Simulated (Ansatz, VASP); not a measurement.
# Cu: VASP beside Ansatz

```xyz
2
Lattice="1.2386 -4.0309 0.0000 1.2386 4.0309 0.0000 0.0000 0.0000 2.5142" Properties=species:S:1:pos:R:3 pbc="T T T"
Cu    1.1453    2.9503    0.4659
Cu    1.3319   -2.9503    2.0484
```

Change from the starting cell: mode 4 frozen in at -0.093 Å and mode 5 at -0.163 Å (largest displacements).

Alike in both runs: task single point; functional PBE; k mesh 18 × 18 × 18; occupations gaussian, width 0.15 eV; no spin polarisation.

```csv
,VASP,Ansatz
version,VASP 6.6.1,Ansatz 0.2.0
potentials or method,"VASP PAW PBE potentials, release 64 (Cu), cutoff 520 eV","scalar-relativistic, plane waves, PAW"
valence electrons in the cell,22,38
```

```tsv
	VASP	Ansatz	Ansatz less VASP
gap on the k mesh at the Fermi level (eV)	none	none	-
pressure (GPa)	3.6	3.0	-0.56
traceless stress, the component that is largest in VASP (GPa)	5.44	5.42	-0.021
rms of the force components (eV/Å)	0.499	0.498	-0.0019
```

Atom by atom the forces differ by 0.003 eV/Å (rms over components). A gap of «none» marks a metal or a gap that the smearing closes. VASP's potentials hold 22 valence electrons a cell and Ansatz's 38, so a difference there can come from the potentials and not from the codes.
